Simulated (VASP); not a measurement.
# Mg (P6_3/mmc) in VASP: notebook

Mg is run at these levels: r2SCAN; tasks: single point.

Everything below comes from runs of VASP 6.6.1. Logs are shortened: lines on timing, memory, paths and dates and some standing lists are left out, and cuts for length are marked.

**1. The cell of the first run**

It takes space group P6_3/mmc (No. 194, hexagonal). Conventional cell: a = 3.209 Å, b = 3.209 Å, c = 5.210 Å, α = 90.00°, β = 90.00°, γ = 120.00°. Within 4.2 Å of Mg (site symmetry -6m2) lie 12 Mg at 3.20 to 3.21 Å.

**2. Single point, r2SCAN**

The input, POSCAR:

```
Mg
1.0
    3.2093000000      0.0000000000      0.0000000000
   -1.6046500000      2.7793353300      0.0000000000
    0.0000000000      0.0000000000      5.2103000000
Mg
2
Direct
    0.3333333300      0.6666666700      0.2500000000
    0.6666666700      0.3333333300      0.7500000000
```

The input, INCAR.step1:

```
PREC = Accurate ; ENCUT = 520
ISMEAR = 0 ; SIGMA = 0.1
LREAL = False ; LASPH = True
NELM = 60 ; NBANDS = 9
GGA = PE ; ALGO = Normal
EDIFF = 1E-4 ; LWAVE = True
LCHARG = False
```

The input, INCAR.step2:

```
PREC = Accurate ; ENCUT = 520
EDIFF = 1E-6 ; ISMEAR = 0
SIGMA = 0.1 ; LREAL = False
LASPH = True ; NELM = 60
ALGO = Normal ; ISIF = 2
LWAVE = False ; LCHARG = False
METAGGA = R2SCAN ; LMIXTAU = True
NBANDS = 9 ; ISTART = 1
```

The input, KPOINTS:

```
Automatic mesh
0
Gamma
  6 6 4
```

Potentials or basis: VASP PAW PBE potentials, release 64 (Mg).

Run with:

```sh
> cat potpaw_PBE.64/Mg/POTCAR > POTCAR
> cp INCAR.step1 INCAR
> mpirun -np 1 vasp_std > vasp.out
> cp INCAR.step2 INCAR
> mpirun -np 1 vasp_std > vasp.out
```

OUTCAR:

```text
PREC = Accurate
   ENCUT = 520
   EDIFF = 1E-6
   ISMEAR = 0
   LREAL = False
   LASPH = True
   NELM = 60
   ISIF = 2
   METAGGA = R2SCAN
   ISTART = 1

 ion  position               nearest neighbor table
   1  0.333  0.667  0.250-   2 3.20   2 3.20   2 3.20   2 3.20   2 3.20   2 3.20
   2  0.667  0.333  0.750-   1 3.20   1 3.20   1 3.20   1 3.20   1 3.20   1 3.20

  LATTYP: Found a hexagonal cell.
 ALAT       =     3.2093000000
 C/A-ratio  =     1.6235004518

  Lattice vectors:

 A1 = (   3.2093000000,   0.0000000000,   0.0000000000)
 A2 = (  -1.6046500000,   2.7793353300,   0.0000000000)
 A3 = (   0.0000000000,   0.0000000000,   5.2103000000)

Analysis of symmetry for initial positions (statically):
=====================================================================
 Subroutine PRICEL returns:
 Original cell was already a primitive cell.

 Routine SETGRP: Setting up the symmetry group for a
 hexagonal supercell.

 Subroutine GETGRP returns: Found 24 space group operations
 (whereof 12 operations were pure point group operations)
 out of a pool of 24 trial point group operations.

The static configuration has the point symmetry D_3d.
 The point group associated with its full space group is D_6h.

Analysis of symmetry for dynamics (positions and initial velocities):
=====================================================================
 Subroutine PRICEL returns:
 Original cell was already a primitive cell.

 Routine SETGRP: Setting up the symmetry group for a
 hexagonal supercell.

 Subroutine GETGRP returns: Found 24 space group operations
 (whereof 12 operations were pure point group operations)
 out of a pool of 24 trial point group operations.

The dynamic configuration has the point symmetry D_3d.
 The point group associated with its full space group is D_6h.

 Subroutine INISYM returns: Found 24 space group operations
 (whereof 12 operations are pure point group operations),
 and found     1 'primitive' translations

----------------------------------------------------------------------------------------

                                     Primitive cell

  volume of cell :      46.4744

  direct lattice vectors                    reciprocal lattice vectors
     3.209300000  0.000000000  0.000000000     0.311594429  0.179899127  0.000000000
[... 78 lines left out ...]
   LSORBIT =      F    spin-orbit coupling
   LASPH  =      T    aspherical Exc in radial PAW
   ENCUT  =  520.0 eV  38.22 Ry    6.18 a.u.   5.97  5.97  9.69*2*pi/ulx,y,z
   NELM   =     60;   NELMIN=  2; NELMDL=  0     # of ELM steps
   EDIFF  = 0.1E-05   stopping-criterion for ELM
   LREAL  =      F    real-space projection
[... 7 lines left out ...]
   TEBEG  =    0.0;   TEEND  =   0.0 temperature during run
   PSTRESS=    0.0 pullay stress
   NELECT =       4.0000    total number of electrons
   NUPDOWN=      -1.0000    fix difference up-down
   EMIN   =  10.00;   EMAX   =-10.00  energy-range for DOS
   EFERMI =   0.00;   METHOD = LEGACY
   ISMEAR =     0;   SIGMA  =   0.10  broadening in eV -4-tet -1-fermi 0-gaus
   EFERMI_NEDOS =   21; number of points for ismear=-14 and -15
   IALGO  =     38    algorithm
   IMIX   =      4    mixing-type and parameters
     AMIX     =   0.40;   BMIX     =  1.00
     AMIX_MAG =   1.60;   BMIX_MAG =  1.00
  volume/ion in A,a.u.               =      23.24       156.81
  Fermi-wavevector in a.u.,A,eV,Ry     =   0.722809  1.365911  7.108401  0.522453
  Thomas-Fermi vector in A             =   1.812866
   LORBIT       =      0    0 simple, 1 ext, 2 COOP (PROOUT), +10 PAW based schemes
   METAGGA = R2SCAN    functional components
   LHFCALC =     F    Hartree Fock is set to
   AEXX    =    0.0000 exact exchange contribution
   IVDW    =     0    specifies the selected vdW correction
   LEPSILON=     F    determine dielectric tensor
   LRPA    =     F    only Hartree local field effects (RPA)
 non-spin polarized calculation
 Gauss-broadening in eV      SIGMA  =   0.10
  energy-cutoff  :      520.00
  volume of cell :       46.47
 maximum number of plane-waves:      1272
 NGX is ok and might be reduce to    24
   NGX = 11   NGY = 11   NGZ = 19

 number of electron       4.0000000 magnetization

 Free energy of the ion-electron system (eV)
  ---------------------------------------------------
  ext. energy  EPLUGINS =         0.00000000
  ---------------------------------------------------
  free energy    TOTEN  =        -8.22447778 eV

  energy without entropy =       -8.21822003  energy(sigma->0) =       -8.22134890

 E-fermi :   2.3982     XC(G=0):  -9.0001

 val. band max:        2.3057550001   @ k =   0.1667   0.1667   0.0000
 cond. band min:       2.4279340029   @ k =   0.3333   0.1667   0.0000
 fundamental gap:      0.1221790028
 Fermi energy:         2.3981700168

 k-point     1 :       0.0000    0.0000    0.0000
  band No.  band energies     occupation
      1      -4.7517      2.00000
      2       0.6984      2.00000
      3       1.3880      2.00000
      4      14.2152      0.00000
      5      14.2152      0.00000
      6      14.3474      0.00000
      7      14.3474      0.00000
      8      15.1157      0.00000
      9      16.9344      0.00000
[... 229 lines left out ...]
 k-point    21 :       0.3333    0.3333    0.5000
  band No.  band energies     occupation
      1       2.7554      0.00000
      2       2.7554      0.00000
      3       3.1987      0.00000
      4       3.1987      0.00000
      5       4.4130      0.00000
      6       4.4130      0.00000
      7      14.2326      0.00000
      8      14.2326      0.00000
      9      14.3713      0.00000

------------------------ aborting loop because EDIFF is reached ----------------------------------------

  FORCE on cell =-STRESS in cart. coord.  units (eV):
  Direction    XX          YY          ZZ          XY          YZ          ZX
  --------------------------------------------------------------------------------------
  -------------------------------------------------------------------------------------
  Total       -0.4318150     -0.4318150     -0.2106587      0.0000000      0.0000000      0.0000000
  in kB      -14.8865577    -14.8865578     -7.2623315      0.0000000      0.0000000      0.0000000
  external PRESSURE =     -12.3451490 kB  Pullay stress =       0.0000000 kB

 VOLUME and BASIS-vectors are now :
 -----------------------------------------------------------------------------
  energy-cutoff  :      520.00
  volume of cell :       46.47
      direct lattice vectors                 reciprocal lattice vectors
     3.209300000  0.000000000  0.000000000     0.311594429  0.179899127  0.000000000
    -1.604650000  2.779335330  0.000000000     0.000000000  0.359798254  0.000000000
     0.000000000  0.000000000  5.210300000     0.000000000  0.000000000  0.191927528

 POSITION                                       TOTAL-FORCE (eV/Angst)
 -----------------------------------------------------------------------------------
     -0.00000      1.85289      1.30258        -0.000000     -0.000000      0.000000
      1.60465      0.92645      3.90773         0.000000      0.000000      0.000000
 -----------------------------------------------------------------------------------
    total drift:                                0.000000     -0.000000      0.000000

  FREE ENERGIE OF THE ION-ELECTRON SYSTEM (eV)
  ---------------------------------------------------
  free  energy   TOTEN  =        -8.2244777757 eV

  energy  without entropy=       -8.2182200274  energy(sigma->0) =       -8.22134890
```

OUTCAR.step1:

```text
PREC = Accurate
   ENCUT = 520
   ISMEAR = 0
   LREAL = False
   LASPH = True
[... 471 lines left out ...]
     -0.00000      1.85289      1.30258         0.000000      0.000000      0.000000
      1.60465      0.92645      3.90773        -0.000000     -0.000000      0.000000
 -----------------------------------------------------------------------------------
    total drift:                                0.000000     -0.000000      0.000000

  FREE ENERGIE OF THE ION-ELECTRON SYSTEM (eV)
  ---------------------------------------------------
  free  energy   TOTEN  =        -2.9491662571 eV

  energy  without entropy=       -2.9419536002  energy(sigma->0) =       -2.94555993
```

Run time: 20 s. Hardware: 1 thread of Intel Xeon Platinum 8259CL at 2.50GHz (Skylake/Cascade Lake), shared host; peak memory 0.16 GiB.

What came out:

| Property | Result |
| --- | --- |
| Free energy | -8.2245 eV |
| Pressure | -1.2 GPa |
| Band gap on the k mesh | zero (band 2 reaches 2.84 eV, above the bottom of band 3 at 1.39 eV) |

Caveat: the k points lie up to 0.38 Å⁻¹ apart; the PAW data sets were made with another functional, which shifts forces and pressure a little.

**3. Single point, r2SCAN**

This run uses another cell than the first one, of 22.58 Å³/atom, 0.972 times its volume.

The input, POSCAR:

```
Mg
1.0
    3.1950252652      0.0000000000      0.0000000000
   -1.5975126326      2.7669730454      0.0000000000
    0.0000000000      0.0000000000      5.1077694001
Mg
2
Direct
    0.3333333333      0.6666666667      0.2500000000
    0.6666666667      0.3333333333      0.7500000000
```

The input, INCAR.step1:

```
PREC = Accurate
ENCUT = 520
ISMEAR = 0
SIGMA = 0.1
LREAL = F
LASPH = T
NELM = 60
NBANDS = 9
GGA = PE
ALGO = Normal
EDIFF = 1E-4
LWAVE = T
LCHARG = F
```

The input, INCAR.step2:

```
PREC = Accurate
ENCUT = 520
EDIFF = 1E-6
ISMEAR = 0
SIGMA = 0.1
LREAL = F
LASPH = T
NELM = 60
ALGO = Normal
ISIF = 2
LWAVE = F
LCHARG = F
METAGGA = R2SCAN
LMIXTAU = T
NBANDS = 9
ISTART = 1
```

The input, KPOINTS:

```
regular mesh
0
Gamma
  15 15 8
```

Potentials or basis: VASP PAW PBE potentials, release 64 (Mg).

Run with:

```sh
> cat potpaw_PBE.64/Mg/POTCAR > POTCAR
> cp INCAR.step1 INCAR
> mpirun -np 1 vasp_std > vasp.out
> cp INCAR.step2 INCAR
> mpirun -np 1 vasp_std > vasp.out
```

Run time: 73 s. Hardware: 1 thread of Intel Xeon Platinum 8259CL at 2.50GHz (Skylake/Cascade Lake), shared host; peak memory 0.2 GiB.

It converged, with:

```yaml
Free_energy: -8.2998 eV
Pressure: -0.3 GPa
Band_gap_on_the_k_mesh: zero (band 2 reaches 3.64 eV, above the bottom of band 3 at 1.69 eV)
```

Levels at points of the mesh, in eV from the Fermi level:
```csv
k point,band 1,band 2,band 3,band 4,band 5,band 6
"(0.00, 0.00, 0.00)",-7.46,-1.84,-1.04,11.63,11.63,11.78
"(0.00, 0.00, 0.50)",-5.93,-5.93,5.70,5.70,12.40,12.40
```

Caveat: the PAW data sets were made with another functional, which shifts forces and pressure a little.
